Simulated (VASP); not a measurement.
Input of a VASP 6.6.1 run:

File INCAR:

```
PREC = Accurate
ENCUT = 520
EDIFF = 1E-7
ISMEAR = -1
SIGMA = 0.05
LREAL = F
LASPH = T
NELM = 100
ALGO = Normal
ISIF = 2
LWAVE = F
LCHARG = F
GGA = PE
NBANDS = 19
```

KPOINTS

```
Automatic mesh
0
Gamma
  9 9 4
```

Contents of POSCAR:

```
Cd
1.0
    2.9788700000      0.0000000000      0.0000000000
   -1.4894350000      2.5797770946      0.0000000000
    0.0000000000      0.0000000000      5.6176500000
Cd
2
Direct
    0.6666666667      0.3333333333      0.7500000000
    0.3333333333      0.6666666667      0.2500000000
```

Potentials or basis: VASP PAW PBE potentials, release 64 (Cd).

Launch:

```console
$ cat potpaw_PBE.64/Cd/POTCAR > POTCAR
$ mpirun -np 1 vasp_std > vasp.out
```

(1) What does it give for the band gap on the k mesh?

(2) Predict the pressure.

Answers

(1) zero (bands 12 and 13 overlap by 4.07 eV).

(2) 3.7 GPa.

Caveat: the cell stands under pressure.
